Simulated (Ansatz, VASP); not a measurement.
# GaN: VASP beside Ansatz

```xyz
4
Lattice="3.1370 0.0000 0.0000 -1.5685 2.7167 0.0000 0.0000 0.0000 5.0962" Properties=species:S:1:pos:R:3 pbc="T T T"
Ga    1.5685    0.9056    2.5481
Ga    0.0000    1.8112    0.0000
N     1.5685    0.9056    4.4592
N     0.0000    1.8112    1.9111
```

Alike in both runs: task single point; functional PBE exchange alone; k mesh 10 × 10 × 5; occupations fermi-dirac, width 0.05 eV; no spin polarisation.

```csv
,VASP,Ansatz
version,VASP 6.6.1,Ansatz 0.2.0
potentials or method,"VASP PAW PBE potentials, release 64 (Ga_d, N)",Ansatz PAW
plane-wave cutoff (eV),520,420
valence electrons in the cell,36,36
```

```tsv
	VASP	Ansatz	Ansatz less VASP
gap on the k mesh at the Fermi level (eV)	2.35	2.38	+0.030
least direct gap on the mesh (eV)	2.35	2.38	+0.030
rms of the force components (eV/Å)	0.083	0.083	0.0000
```

VASP's potentials were made for PBE, not for PBE exchange alone. Atom by atom the forces differ by 0.000 eV/Å (rms over components).

Noted on Ansatz's run: odd divisions of the mesh miss points on the zone boundary, where band edges often lie, so the gap on the mesh can be too wide.
